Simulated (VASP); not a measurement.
# CaH (P6_3/mmc) in VASP: notebook

The runs below take CaH through relaxation of cell and atoms, single point, with PBE.

Program: VASP 6.6.1. These are calculated values, not measurements. Logs are shortened: lines on timing, memory, paths and dates and some standing lists are left out, and cuts for length are marked.

## Step 1: The cell of the first run

Symmetry: P6_3/mmc, No. 194, hexagonal system. The conventional cell has a = 3.716 Å, b = 3.716 Å, c = 5.798 Å, α = 90.00°, β = 90.00°, γ = 120.00°. Within 3.4 Å of Ca (site symmetry -6m2) lie 6 H at 2.59 Å. Within 3.4 Å of H (site symmetry -3m) lie 6 Ca at 2.59 Å and 2 H at 2.90 Å.

## Step 2: Relaxation of cell and atoms, PBE

The input, INCAR:

```
SYSTEM = CaH
PREC = Accurate ; ENCUT = 600
EDIFF = 1E-6 ; ISMEAR = 0
SIGMA = 0.1 ; LREAL = .False.
LASPH = .True. ; NELM = 100
ALGO = Normal ; ISIF = 3
LWAVE = .False. ; LCHARG = .False.
GGA = PE ; IBRION = 2
NSW = 100 ; EDIFFG = -0.01
```

The input, KPOINTS:

```
Automatic mesh
0
Gamma
  15 15 8
  0 0 0
```

The input, POSCAR:

```
CaH
1.0
    3.7157498310      0.0000000000      0.0000000000
   -1.8578749155      3.2179337477      0.0000000000
    0.0000000000      0.0000000000      5.7979428563
Ca H
2 2
Direct
    0.3333333333      0.6666666667      0.7500000000
    0.6666666667      0.3333333333      0.2500000000
    0.0000000000      0.0000000000      0.0000000000
    0.0000000000      0.0000000000      0.5000000000
```

Potentials or basis: VASP PAW PBE potentials, release 64 (Ca_sv, H).

Command:

```bash
> cat potpaw_PBE.64/Ca_sv/POTCAR potpaw_PBE.64/H/POTCAR > POTCAR
> mpirun -np 1 vasp_std > vasp.out
```

OUTCAR:

```text
SYSTEM = CaH
   PREC = Accurate
   ENCUT = 600
   EDIFF = 1E-6
   ISMEAR = 0
   LREAL = .False.
   LASPH = .True.
   NELM = 100
   ISIF = 3
   GGA = PE
   IBRION = 2
   NSW = 100
   EDIFFG = -0.01

 ion  position               nearest neighbor table
   1  0.333  0.667  0.750-
   2  0.667  0.333  0.250-
   3  0.000  0.000  0.000-
   4  0.000  0.000  0.500-

  LATTYP: Found a hexagonal cell.
 ALAT       =     3.7157498310
 C/A-ratio  =     1.5603695405

  Lattice vectors:

 A1 = (   3.7157498310,   0.0000000000,   0.0000000000)
 A2 = (  -1.8578749155,   3.2179337477,   0.0000000000)
 A3 = (   0.0000000000,   0.0000000000,   5.7979428563)

Analysis of symmetry for initial positions (statically):
=====================================================================
 Subroutine PRICEL returns:
 Original cell was already a primitive cell.

 Routine SETGRP: Setting up the symmetry group for a
 hexagonal supercell.

 Subroutine GETGRP returns: Found 24 space group operations
 (whereof 12 operations were pure point group operations)
 out of a pool of 24 trial point group operations.

The static configuration has the point symmetry D_3d.
 The point group associated with its full space group is D_6h.

Analysis of symmetry for dynamics (positions and initial velocities):
=====================================================================
 Subroutine PRICEL returns:
 Original cell was already a primitive cell.

 Routine SETGRP: Setting up the symmetry group for a
 hexagonal supercell.

 Subroutine GETGRP returns: Found 24 space group operations
 (whereof 12 operations were pure point group operations)
 out of a pool of 24 trial point group operations.

The dynamic configuration has the point symmetry D_3d.
 The point group associated with its full space group is D_6h.

 Subroutine INISYM returns: Found 24 space group operations
 (whereof 12 operations are pure point group operations),
 and found     1 'primitive' translations

----------------------------------------------------------------------------------------

                                     Primitive cell

  volume of cell :      69.3262

  direct lattice vectors                    reciprocal lattice vectors
     3.715749831  0.000000000  0.000000000     0.269124684  0.155379209  0.000000000
    -1.857874916  3.217933748  0.000000000     0.000000000  0.310758418  0.000000000
     0.000000000  0.000000000  5.797942856     0.000000000  0.000000000  0.172474967

  length of vectors
     3.715749831  3.715749831  5.797942856     0.310758418  0.310758418  0.172474967

  position of ions in fractional coordinates (direct lattice)
     0.333333333  0.666666667  0.750000000
     0.666666667  0.333333333  0.250000000
     0.000000000  0.000000000  0.000000000
     0.000000000  0.000000000  0.500000000

  ion indices of the primitive-cell ions
   primitive index   ion index
                 1           1
                 2           2
                 3           3
                 4           4

----------------------------------------------------------------------------------------

 KPOINTS: Automatic mesh

Automatic generation of k-mesh.
 Grid dimensions read from file:
 generate k-points for:   15   15    8

 Generating k-lattice:

  Cartesian coordinates                     Fractional coordinates (reciprocal lattice)
     0.017941646  0.010358614  0.000000000     0.066666667 -0.000000000  0.000000000
     0.000000000  0.020717228  0.000000000     0.000000000  0.066666667  0.000000000
     0.000000000  0.000000000  0.021559371     0.000000000  0.000000000  0.125000000
[... 69 lines left out ...]
   NUPDOWN=      -1.0000    fix difference up-down
   EMIN   =  10.00;   EMAX   =-10.00  energy-range for DOS
   EFERMI =   0.00;   METHOD = LEGACY
   ISMEAR =     0;   SIGMA  =   0.10  broadening in eV -4-tet -1-fermi 0-gaus
   EFERMI_NEDOS =   21; number of points for ismear=-14 and -15
   IALGO  =     38    algorithm
   IMIX   =      4    mixing-type and parameters
     AMIX     =   0.40;   BMIX     =  1.00
     AMIX_MAG =   1.60;   BMIX_MAG =  1.00
  volume/ion in A,a.u.               =      17.33       116.96
  Fermi-wavevector in a.u.,A,eV,Ry     =   1.116649  2.110160 16.965163  1.246904
  Thomas-Fermi vector in A             =   2.253265
   LORBIT       =      0    0 simple, 1 ext, 2 COOP (PROOUT), +10 PAW based schemes
   GGA     = PE    functional components
   LHFCALC =     F    Hartree Fock is set to
   AEXX    =    0.0000 exact exchange contribution
   IVDW    =     0    specifies the selected vdW correction
   LEPSILON=     F    determine dielectric tensor
   LRPA    =     F    only Hartree local field effects (RPA)
 conjugate gradient relaxation of ions
 non-spin polarized calculation
 Gauss-broadening in eV      SIGMA  =   0.10
  energy-cutoff  :      600.00
  volume of cell :       69.33
 maximum number of plane-waves:      2376
 NGX is ok and might be reduce to    30
   NGX = 15   NGY = 15   NGZ = 23

--------------------------------------- Ionic step        1  -------------------------------------------

 number of electron      21.9999995 magnetization

 Free energy of the ion-electron system (eV)
  ---------------------------------------------------
  ext. energy  EPLUGINS =         0.00000000
  ---------------------------------------------------
  free energy    TOTEN  =       -11.56748240 eV

  energy without entropy =      -11.55258519  energy(sigma->0) =      -11.56003380

------------------------ aborting loop because EDIFF is reached ----------------------------------------

  FORCE on cell =-STRESS in cart. coord.  units (eV):
  Direction    XX          YY          ZZ          XY          YZ          ZX
  --------------------------------------------------------------------------------------
  -------------------------------------------------------------------------------------
  Total        0.0404973      0.0404973      0.0327775      0.0000000     -0.0000000      0.0000000
  in kB        0.9359204      0.9359204      0.7575113      0.0000000     -0.0000000      0.0000000
  external PRESSURE =       0.8764507 kB  Pullay stress =       0.0000000 kB

 VOLUME and BASIS-vectors are now :
 -----------------------------------------------------------------------------
  energy-cutoff  :      600.00
  volume of cell :       69.33
      direct lattice vectors                 reciprocal lattice vectors
     3.715749831  0.000000000  0.000000000     0.269124684  0.155379209  0.000000000
    -1.857874916  3.217933748  0.000000000     0.000000000  0.310758418  0.000000000
     0.000000000  0.000000000  5.797942856     0.000000000  0.000000000  0.172474967

 POSITION                                       TOTAL-FORCE (eV/Angst)
 -----------------------------------------------------------------------------------
     -0.00000      2.14529      4.34846        -0.000000      0.000000      0.000000
      1.85787      1.07264      1.44949         0.000000     -0.000000      0.000000
      0.00000      0.00000      0.00000        -0.000000      0.000000      0.000000
      0.00000      0.00000      2.89897        -0.000000      0.000000      0.000000
 -----------------------------------------------------------------------------------
    total drift:                               -0.000000      0.000000     -0.000000

  FREE ENERGIE OF THE ION-ELECTRON SYSTEM (eV)
  ---------------------------------------------------
  free  energy   TOTEN  =       -11.5674824043 eV

  energy  without entropy=      -11.5525851901  energy(sigma->0) =      -11.56003380

--------------------------------------- Ionic step        2  -------------------------------------------

 number of electron      21.9999995 magnetization

 Free energy of the ion-electron system (eV)
  ---------------------------------------------------
  ext. energy  EPLUGINS =         0.00000000
  ---------------------------------------------------
  free energy    TOTEN  =       -11.56752231 eV

  energy without entropy =      -11.55263355  energy(sigma->0) =      -11.56007793

 E-fermi :   3.3087     XC(G=0):  -8.8318

 val. band max:        3.3031779500   @ k =   0.3333   0.0000   0.0000
 cond. band min:       3.3115155551   @ k =   0.2667   0.2667   0.5000
 fundamental gap:      0.0083376052
 Fermi energy:         3.3087302605

 k-point     1 :       0.0000    0.0000    0.0000
  band No.  band energies     occupation
      1     -38.2697      2.00000
      2     -38.2281      2.00000
      3     -19.4930      2.00000
      4     -19.1928      2.00000
      5     -19.1928      2.00000
      6     -19.1673      2.00000
      7     -19.1460      2.00000
      8     -19.1460      2.00000
      9      -3.5273      2.00000
     10      -0.5797      2.00000
     11       1.9859      2.00000
     12       5.5299      0.00000
     13       5.5299      0.00000
     14       5.8710      0.00000
[... 401 lines left out ...]
      2     -38.2243      2.00000
      3     -19.3775      2.00000
      4     -19.3279      2.00000
      5     -19.3125      2.00000
      6     -19.2868      2.00000
      7     -19.2648      2.00000
      8     -19.2164      2.00000
      9      -1.4784      2.00000
     10      -0.4939      2.00000
     11       2.2263      2.00000
     12       3.2952      1.15124
     13       4.6439      0.00000
     14       4.8479      0.00000
     15       5.3507      0.00000

 [... further k-points ...]
[... 5 lines left out ...]
  --------------------------------------------------------------------------------------
  -------------------------------------------------------------------------------------
  Total        0.0153978      0.0153978      0.0109743     -0.0000000      0.0000000      0.0000000
  in kB        0.3553660      0.3553660      0.2532752     -0.0000000      0.0000000      0.0000000
  external PRESSURE =       0.3213358 kB  Pullay stress =       0.0000000 kB

 VOLUME and BASIS-vectors are now :
 -----------------------------------------------------------------------------
  energy-cutoff  :      600.00
  volume of cell :       69.42
      direct lattice vectors                 reciprocal lattice vectors
     3.717564693  0.000000000  0.000000000     0.268993301  0.155303355  0.000000000
    -1.858782346  3.219505464 -0.000000000     0.000000000  0.310606710  0.000000000
     0.000000000 -0.000000000  5.800234891     0.000000000  0.000000000  0.172406811

 POSITION                                       TOTAL-FORCE (eV/Angst)
 -----------------------------------------------------------------------------------
     -0.00000      2.14634      4.35018         0.000000      0.000000      0.000000
      1.85878      1.07317      1.45006        -0.000000     -0.000000      0.000000
      3.71756      0.00000     -0.00000        -0.000000      0.000000     -0.000000
      3.71756     -0.00000      2.90012        -0.000000      0.000000     -0.000000
 -----------------------------------------------------------------------------------
    total drift:                               -0.000000      0.000000     -0.000000

  FREE ENERGIE OF THE ION-ELECTRON SYSTEM (eV)
  ---------------------------------------------------
  free  energy   TOTEN  =       -11.5675223055 eV

  energy  without entropy=      -11.5526335476  energy(sigma->0) =      -11.56007793

 reached required accuracy - stopping structural energy minimisation
```

Run time: 2 min. Hardware: 1 thread of Intel Xeon Platinum 8488C (Sapphire Rapids), shared host; peak memory 0.32 GiB.

Results:

| Item | Value |
| --- | --- |
| Free energy | -11.5675 eV |
| Relaxed volume | 17.36 Å³/atom |
| Relaxed cell | a = 3.718 Å, b = 3.718 Å, c = 5.800 Å, α = 90.00°, β = 90.00°, γ = 120.00° |
| Space group after relaxing (to 0.05 Å) | P6_3/mmc (No. 194) |
| Energy gained by relaxing | 0.0 meV/atom |
| Ionic steps | 2 |
| Pressure after relaxing | 0.0 GPa |
| Band gap on the k mesh | zero (band 11 reaches 4.37 eV, above the bottom of band 12 at 2.80 eV) |

Final structure:
```
CELL_PARAMETERS angstrom
3.71756 0.00000 0.00000
-1.85878 3.21951 0.00000
0.00000 0.00000 5.80023
ATOMIC_POSITIONS crystal
Ca 0.33333 0.66667 0.75000
Ca 0.66667 0.33333 0.25000
H 0.00000 0.00000 0.00000
H 0.00000 0.00000 0.50000
```

Levels at points of the mesh, in eV from the Fermi level:
```csv
k point,band 8,band 9,band 10,band 11,band 12,band 13,band 14,band 15
"(0.00, 0.00, 0.00)",-22.45,-6.84,-3.89,-1.32,2.22,2.22,2.56,2.88
"(0.00, 0.00, 0.50)",-22.48,-5.74,-5.74,1.06,1.06,2.23,2.23,2.23
```

(Part 1 of 2 ends here.)
